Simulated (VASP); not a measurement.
Here is a VASP 6.6.1 calculation.

File INCAR:

```
ALGO = Normal
EDIFF = 1E-6
EDIFFG = -0.04
ENCUT = 600
GGA = PE
IBRION = 2
ISIF = 3
ISMEAR = 0
LASPH = T
LCHARG = F
LREAL = F
LWAVE = F
NELM = 60
NSW = 90
PREC = Accurate
SIGMA = 0.1
```

Contents of KPOINTS:

```
k-points
0
Gamma
  6 6 6
```

Contents of POSCAR:

```
SbMo
1.0
    0.0000000000      2.8759761882      2.8759761882
    2.8759761882      0.0000000000      2.8759761882
    2.8759761882      2.8759761882      0.0000000000
Sb Mo
1 1
Direct
    0.0000000000      0.0000000000      0.0000000000
    0.7500000000      0.7500000000      0.7500000000
```

Potentials or basis: VASP PAW PBE potentials, release 64 (Sb, Mo_sv).

The run is started by

```sh
$ cat potpaw_PBE.64/Sb/POTCAR potpaw_PBE.64/Mo_sv/POTCAR > POTCAR
$ mpirun -np 1 vasp_std > vasp.out
```

(1) Predict the relaxed volume.

(2) Estimate the relaxed cell.

(3) Predict the space group after relaxing (to 0.05 Å).

Results:

(1) 28.81 Å³/atom.

(2) a = 4.335 Å, b = 4.335 Å, c = 4.335 Å, α = 60.00°, β = 60.00°, γ = 60.00°.

(3) F-43m (No. 216).

Caveat: the volume moved by over 15 % at a fixed basis, so the end points are rough.
